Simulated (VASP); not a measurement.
# Sn (Fd-3m) in VASP: notebook

Runs on Sn. Level: PBEsol. Tasks: single point, relaxation of cell and atoms.

Everything below comes from runs of VASP 6.6.1. Logs are shortened: lines on timing, memory, paths and dates and some standing lists are left out, and cuts for length are marked.

## 1. The cell of the first run

Symmetry: Fd-3m, No. 227, cubic system. Conventional cell: a = 6.540 Å, b = 6.540 Å, c = 6.540 Å, α = 90.00°, β = 90.00°, γ = 90.00°. Within 3.7 Å of Sn (site symmetry -43m) lie 4 Sn at 2.83 Å.

## 2. Single point, PBEsol

Input file INCAR:

```
SYSTEM = Sn
ALGO     = Normal         ! electronic algorithm
EDIFF    = 1E-7           ! SCF threshold, eV
ENCUT    = 520            ! plane-wave cutoff, eV
GGA      = PS             ! functional
ISIF     = 2              ! what is computed and relaxed
ISMEAR   = 0              ! smearing method
LASPH    = .True.         ! aspherical terms in the spheres
LCHARG   = .False.        ! write CHGCAR
LREAL    = .False.        ! projectors in reciprocal space
LWAVE    = .False.        ! write WAVECAR
NBANDS   = 21             ! bands
NELM     = 100            ! most SCF steps
PREC     = Accurate       ! precision mode
SIGMA    = 0.05           ! smearing width, eV
```

Input file KPOINTS:

```
k-points
0
Gamma
  10 10 10
  0 0 0
```

Input file POSCAR:

```
Sn
1.0
    0.0000000000      3.2700000000      3.2700000000
    3.2700000000      0.0000000000      3.2700000000
    3.2700000000      3.2700000000      0.0000000000
Sn
2
Direct
    0.0000000000      0.0000000000      0.0000000000
    0.2500000000      0.2500000000      0.2500000000
```

Potentials or basis: VASP PAW PBE potentials, release 64 (Sn_d).

On the command line:

```bash
$ cat potpaw_PBE.64/Sn_d/POTCAR > POTCAR
$ mpirun -np 1 vasp_std > vasp.out
```

OUTCAR:

```text
SYSTEM = Sn
   EDIFF = 1E-7
   ENCUT = 520
   GGA = PS
   ISIF = 2
   ISMEAR = 0
   LASPH = .True.
   LREAL = .False.
   NELM = 100
   PREC = Accurate

 ion  position               nearest neighbor table
   1  0.000  0.000  0.000-   2 2.83   2 2.83   2 2.83   2 2.83
   2  0.250  0.250  0.250-   1 2.83   1 2.83   1 2.83   1 2.83

  LATTYP: Found a face centered cubic cell.
 ALAT       =     6.5400000000

  Lattice vectors:

 A1 = (   0.0000000000,   3.2700000000,   3.2700000000)
 A2 = (   3.2700000000,   0.0000000000,   3.2700000000)
 A3 = (   3.2700000000,   3.2700000000,   0.0000000000)

Analysis of symmetry for initial positions (statically):
=====================================================================
 Subroutine PRICEL returns:
 Original cell was already a primitive cell.

 Routine SETGRP: Setting up the symmetry group for a
 face centered cubic supercell.

 Subroutine GETGRP returns: Found 48 space group operations
 (whereof 24 operations were pure point group operations)
 out of a pool of 48 trial point group operations.

The static configuration has the point symmetry T_d .
 The point group associated with its full space group is O_h .

Analysis of symmetry for dynamics (positions and initial velocities):
=====================================================================
 Subroutine PRICEL returns:
 Original cell was already a primitive cell.

 Routine SETGRP: Setting up the symmetry group for a
 face centered cubic supercell.

 Subroutine GETGRP returns: Found 48 space group operations
 (whereof 24 operations were pure point group operations)
 out of a pool of 48 trial point group operations.

The dynamic configuration has the point symmetry T_d .
 The point group associated with its full space group is O_h .

 Subroutine INISYM returns: Found 48 space group operations
 (whereof 24 operations are pure point group operations),
 and found     1 'primitive' translations

----------------------------------------------------------------------------------------

                                     Primitive cell

  volume of cell :      69.9316

  direct lattice vectors                    reciprocal lattice vectors
     0.000000000  3.270000000  3.270000000    -0.152905199  0.152905199  0.152905199
     3.270000000  0.000000000  3.270000000     0.152905199 -0.152905199  0.152905199
     3.270000000  3.270000000  0.000000000     0.152905199  0.152905199 -0.152905199

  length of vectors
     4.624478349  4.624478349  4.624478349     0.264839573  0.264839573  0.264839573
[... 74 lines left out ...]
   ICHARG =      2    charge: 1-file 2-atom 10-const
   ISPIN  =      1    spin polarized calculation?
   LNONCOLLINEAR =      F non collinear calculations
   LSORBIT =      F    spin-orbit coupling
   LASPH  =      T    aspherical Exc in radial PAW
   ENCUT  =  520.0 eV  38.22 Ry    6.18 a.u.   8.60  8.60  8.60*2*pi/ulx,y,z
   NELM   =    100;   NELMIN=  2; NELMDL= -5     # of ELM steps
   EDIFF  = 0.1E-06   stopping-criterion for ELM
   LREAL  =      F    real-space projection
   EDIFFG = 0.1E-05   stopping-criterion for IOM
   NSW    =      0    number of steps for IOM
   IBRION =     -1    ionic relax: 0-MD 1-quasi-New 2-CG
   NFREE  =      0    steps in history (QN), initial steepest desc. (CG)
   ISIF   =      2    stress and relaxation
   ISYM   =      2    0-nonsym 1-usesym 2-fastsym
   POTIM  = 0.5000    time-step for ionic-motion
   TEBEG  =    0.0;   TEEND  =   0.0 temperature during run
   PSTRESS=    0.0 pullay stress
   NELECT =      28.0000    total number of electrons
   NUPDOWN=      -1.0000    fix difference up-down
   EMIN   =  10.00;   EMAX   =-10.00  energy-range for DOS
   EFERMI =   0.00;   METHOD = LEGACY
   ISMEAR =     0;   SIGMA  =   0.05  broadening in eV -4-tet -1-fermi 0-gaus
   EFERMI_NEDOS =   21; number of points for ismear=-14 and -15
   IALGO  =     38    algorithm
   IMIX   =      4    mixing-type and parameters
     AMIX     =   0.40;   BMIX     =  1.00
     AMIX_MAG =   1.60;   BMIX_MAG =  1.00
  volume/ion in A,a.u.               =      34.97       235.96
  Fermi-wavevector in a.u.,A,eV,Ry     =   1.206618  2.280177 19.809085  1.455927
  Thomas-Fermi vector in A             =   2.342280
   LORBIT       =      0    0 simple, 1 ext, 2 COOP (PROOUT), +10 PAW based schemes
   GGA     = PS    functional components
   LHFCALC =     F    Hartree Fock is set to
   AEXX    =    0.0000 exact exchange contribution
   IVDW    =     0    specifies the selected vdW correction
   LEPSILON=     F    determine dielectric tensor
   LRPA    =     F    only Hartree local field effects (RPA)
 non-spin polarized calculation
 Gauss-broadening in eV      SIGMA  =   0.05
  energy-cutoff  :      520.00
  volume of cell :       69.93
 maximum number of plane-waves:      1901
 NGX is ok and might be reduce to    36
   NGX = 17   NGY = 17   NGZ = 17

 number of electron      27.9999986 magnetization

 Free energy of the ion-electron system (eV)
  ---------------------------------------------------
  ext. energy  EPLUGINS =         0.00000000
  ---------------------------------------------------
  free energy    TOTEN  =        -8.46292551 eV

  energy without entropy =       -8.46230134  energy(sigma->0) =       -8.46261343

 E-fermi :   5.1784     XC(G=0):  -8.9644

 val. band max:        5.1441380313   @ k =   0.1000   0.0000   0.0000
 cond. band min:       5.2029905510   @ k =   0.4000   0.0000   0.0000
 fundamental gap:      0.0588525196
 Fermi energy:         5.1783757061

 k-point     1 :       0.0000    0.0000    0.0000
  band No.  band energies     occupation
      1     -16.3082      2.00000
      2     -16.3082      2.00000
      3     -16.3082      2.00000
      4     -16.2509      2.00000
      5     -16.2509      2.00000
      6     -15.9579      2.00000
[... 565 lines left out ...]
     20      14.3436      0.00000
     21      14.6044      0.00000

 [... further k-points ...]
[... 5 lines left out ...]
  --------------------------------------------------------------------------------------
  -------------------------------------------------------------------------------------
  Total       -0.0323828     -0.0323828     -0.0323828      0.0000000      0.0000000      0.0000000
  in kB       -0.7419102     -0.7419102     -0.7419102      0.0000000      0.0000000      0.0000000
  external PRESSURE =      -0.7419102 kB  Pullay stress =       0.0000000 kB

 VOLUME and BASIS-vectors are now :
 -----------------------------------------------------------------------------
  energy-cutoff  :      520.00
  volume of cell :       69.93
      direct lattice vectors                 reciprocal lattice vectors
     0.000000000  3.270000000  3.270000000    -0.152905199  0.152905199  0.152905199
     3.270000000  0.000000000  3.270000000     0.152905199 -0.152905199  0.152905199
     3.270000000  3.270000000  0.000000000     0.152905199  0.152905199 -0.152905199

 POSITION                                       TOTAL-FORCE (eV/Angst)
 -----------------------------------------------------------------------------------
      0.00000      0.00000      0.00000        -0.000000     -0.000000     -0.000000
      1.63500      1.63500      1.63500         0.000000      0.000000      0.000000
 -----------------------------------------------------------------------------------
    total drift:                                0.000000      0.000000      0.000000

  FREE ENERGIE OF THE ION-ELECTRON SYSTEM (eV)
  ---------------------------------------------------
  free  energy   TOTEN  =        -8.4629255127 eV

  energy  without entropy=       -8.4623013424  energy(sigma->0) =       -8.46261343
```

OSZICAR:

```text
N       E                     dE             d eps       ncg     rms          rms(c)
DAV:   1     0.227225676829E+03    0.22723E+03   -0.14467E+04  2004   0.190E+03
DAV:   2     0.167228575615E+02   -0.21050E+03   -0.20608E+03  1994   0.449E+02
DAV:   3    -0.771114742730E+01   -0.24434E+02   -0.24283E+02  2319   0.141E+02
DAV:   4    -0.852912229857E+01   -0.81797E+00   -0.81763E+00  2239   0.288E+01
DAV:   5    -0.856205812916E+01   -0.32936E-01   -0.32935E-01  2954   0.538E+00    0.317E+00
DAV:   6    -0.849423552838E+01    0.67823E-01   -0.40879E-02  2685   0.267E+00    0.179E+00
DAV:   7    -0.846173181653E+01    0.32504E-01   -0.51298E-02  2398   0.248E+00    0.163E-01
DAV:   8    -0.846263885350E+01   -0.90704E-03   -0.68685E-03  2184   0.966E-01    0.534E-02
DAV:   9    -0.846292106152E+01   -0.28221E-03   -0.40393E-04  2454   0.153E-01    0.121E-02
DAV:  10    -0.846292382246E+01   -0.27609E-05   -0.13559E-05  2499   0.283E-02    0.546E-03
DAV:  11    -0.846292556139E+01   -0.17389E-05   -0.33321E-06  2144   0.999E-03    0.513E-04
DAV:  12    -0.846292551271E+01    0.48682E-07   -0.11289E-07  1933   0.312E-03
   1 F= -.84629255E+01 E0= -.84626134E+01  d E =-.624170E-03
```

It took 33 s on 1 thread of AMD EPYC 9R45 (Zen 5), shared host; peak memory 0.19 GiB.

What came out:

```
Free energy            : -8.4629 eV
Pressure               : -0.1 GPa
Band gap on the k mesh : zero (band 14 reaches 5.33 eV, above the bottom of band 15 at 5.14 eV)
```

Caveat: the PAW data sets were made with another functional, which shifts forces and pressure a little; spin-orbit coupling is left out, which moves the levels of the heavy elements.

## 3. Relaxation of cell and atoms, PBEsol

Input file INCAR:

```
PREC = Accurate
ENCUT = 600
EDIFF = 1E-6
ISMEAR = 0
SIGMA = 0.05
LREAL = F
LASPH = T
NELM = 60
ALGO = Normal
ISIF = 3
LWAVE = F
LCHARG = F
GGA = PS
IBRION = 2
NSW = 80
EDIFFG = -0.003
```

Input file KPOINTS:

```
Automatic mesh
0
Gamma
  10 10 10
```

POSCAR is that of step 2.

Potentials or basis: VASP PAW PBE potentials, release 64 (Sn_d).

On the command line:

```bash
$ cat potpaw_PBE.64/Sn_d/POTCAR > POTCAR
$ mpirun -np 1 vasp_std > vasp.out
```

OUTCAR:

```text
PREC = Accurate
   ENCUT = 600
   EDIFF = 1E-6
   ISMEAR = 0
   LREAL = F
   LASPH = T
   NELM = 60
   ISIF = 3
   GGA = PS
   IBRION = 2
   NSW = 80
   EDIFFG = -0.003

 ion  position               nearest neighbor table
   1  0.000  0.000  0.000-   2 2.83   2 2.83   2 2.83   2 2.83
   2  0.250  0.250  0.250-   1 2.83   1 2.83   1 2.83   1 2.83

  LATTYP: Found a face centered cubic cell.
 ALAT       =     6.5400000000

  Lattice vectors:

 A1 = (   0.0000000000,   3.2700000000,   3.2700000000)
 A2 = (   3.2700000000,   0.0000000000,   3.2700000000)
 A3 = (   3.2700000000,   3.2700000000,   0.0000000000)

Analysis of symmetry for initial positions (statically):
=====================================================================
 Subroutine PRICEL returns:
 Original cell was already a primitive cell.
[... 285 lines left out ...]
  ---------------------------------------------------
  ext. energy  EPLUGINS =         0.00000000
  ---------------------------------------------------
  free energy    TOTEN  =        -8.46352803 eV

  energy without entropy =       -8.46291235  energy(sigma->0) =       -8.46322019

 E-fermi :   5.1864     XC(G=0):  -8.9676

 val. band max:        5.1516048956   @ k =   0.1000   0.0000   0.0000
 cond. band min:       5.2119709606   @ k =   0.4000   0.0000   0.0000
 fundamental gap:      0.0603660650
 Fermi energy:         5.1864298112

 k-point     1 :       0.0000    0.0000    0.0000
  band No.  band energies     occupation
      1     -16.3018      2.00000
      2     -16.3018      2.00000
      3     -16.3018      2.00000
      4     -16.2444      2.00000
      5     -16.2444      2.00000
      6     -15.9508      2.00000
[... 481 lines left out ...]
      5     -16.1288      2.00000
      6     -16.1029      2.00000
[... 10 lines left out ...]
     17      10.6000      0.00000
     18      11.0940      0.00000

 [... further k-points ...]
[... 5 lines left out ...]
  --------------------------------------------------------------------------------------
  -------------------------------------------------------------------------------------
  Total       -0.0007428     -0.0007428     -0.0007428      0.0000000      0.0000000      0.0000000
  in kB       -0.0170299     -0.0170299     -0.0170299      0.0000000      0.0000000      0.0000000
  external PRESSURE =      -0.0170299 kB  Pullay stress =       0.0000000 kB
[... 17 lines left out ...]
  FREE ENERGIE OF THE ION-ELECTRON SYSTEM (eV)
  ---------------------------------------------------
  free  energy   TOTEN  =        -8.4635280287 eV

  energy  without entropy=       -8.4629123471  energy(sigma->0) =       -8.46322019

 reached required accuracy - stopping structural energy minimisation
```

CONTCAR:

```text
Sn
   1.00000000000000
     0.0000000000000000    3.2691801605311923    3.2691801605311923
     3.2691801605311923    0.0000000000000000    3.2691801605311923
     3.2691801605311923    3.2691801605311923    0.0000000000000000
  Sn
     2
Direct
     0.0000000000000000    0.0000000000000000    0.0000000000000000
     0.2500000000000000    0.2500000000000000    0.2500000000000000

  0.00000000E+00  0.00000000E+00  0.00000000E+00
  0.00000000E+00  0.00000000E+00  0.00000000E+00
```

It took 76 s on 1 thread of AMD EPYC 9R45 (Zen 5), shared host; peak memory 0.24 GiB.

What came out:

```yaml
Free_energy: -8.4635 eV
Relaxed_volume: 34.94 Å³/atom
Relaxed_cell: a = 4.623 Å, b = 4.623 Å, c = 4.623 Å, α = 60.00°, β = 60.00°, γ = 60.00°
Space_group_after_relaxing_to_0.05_Å: Fd-3m (No. 227)
Energy_gained_by_relaxing: 0.0 meV/atom
Ionic_steps: 4
Pressure_after_relaxing: 0.0 GPa
Band_gap_on_the_k_mesh: zero (band 14 reaches 5.34 eV, above the bottom of band 15 at 5.15 eV)
```

Final structure:
```xyz
2
Lattice="0.0000 3.2692 3.2692 3.2692 0.0000 3.2692 3.2692 3.2692 0.0000" Properties=species:S:1:pos:R:3 pbc="T T T"
Sn    0.0000    0.0000    0.0000
Sn    1.6346    1.6346    1.6346
```

Levels at points of the mesh, in eV from the Fermi level:
| k point | band 10 | band 11 | band 12 | band 13 | band 14 | band 15 | band 16 | band 17 | band 18 |
| --- | --- | --- | --- | --- | --- | --- | --- | --- | --- |
| (0.00, 0.00, 0.00) | -21.13 | -10.41 | -0.78 | 0.15 | 0.15 | 0.15 | 2.21 | 2.21 | 2.21 |
| (0.50, 0.00, 0.00) | -21.08 | -8.83 | -6.17 | -1.02 | -1.02 | -0.04 | 3.27 | 3.27 | 5.61 |
| (0.50, 0.50, 0.00) | -21.07 | -7.39 | -7.39 | -2.33 | -2.33 | 0.85 | 0.85 | 7.63 | 7.63 |

Caveat: the PAW data sets were made with another functional, which shifts forces and pressure a little; spin-orbit coupling is left out, which moves the levels of the heavy elements.
